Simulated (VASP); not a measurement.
Input of a VASP 6.6.1 run:

File POSCAR:

```
LiF
1.0
    0.0000000000      2.0918198325      1.9948691899
    1.9948691899      0.0000000000      1.9948691899
    1.9948691899      2.0918198325      0.0000000000
Li F
1 1
Direct
    0.0000000000      0.0000000000      0.0000000000
    0.5000000000      0.5000000000      0.5000000000
```

File INCAR.step1:

```
SYSTEM = LiF
ALGO = Normal
EDIFF = 1E-4
ENCUT = 520
GGA = PE
ISMEAR = 0
LASPH = .True.
LCHARG = .False.
LREAL = .False.
LWAVE = .True.
NBANDS = 12
NELM = 60
PREC = Accurate
SIGMA = 0.01
```

The input INCAR.step2:

```
SYSTEM = LiF
ALGO = Normal
EDIFF = 1E-7
ENCUT = 520
ISIF = 2
ISMEAR = 0
ISTART = 1
LASPH = .True.
LCHARG = .False.
LMIXTAU = .True.
LREAL = .False.
LWAVE = .False.
METAGGA = R2SCAN
NBANDS = 12
NELM = 60
PREC = Accurate
SIGMA = 0.01
```

The input KPOINTS:

```
k-points
0
Gamma
  10 10 10
  0 0 0
```

Potentials or basis: VASP PAW PBE potentials, release 64 (Li_sv, F).

The run is started by

```console
$ cat potpaw_PBE.64/Li_sv/POTCAR potpaw_PBE.64/F/POTCAR > POTCAR
$ cp INCAR.step1 INCAR
$ mpirun -np 1 vasp_std > vasp.out
$ cp INCAR.step2 INCAR
$ mpirun -np 1 vasp_std > vasp.out
```

Question: What does it give for the band gap on the k mesh?

Answer: 10.01 eV, direct.

Caveat: the cell differs from its parent crystal (uniaxial y strain +4.9%). A k mesh can miss the band edges.
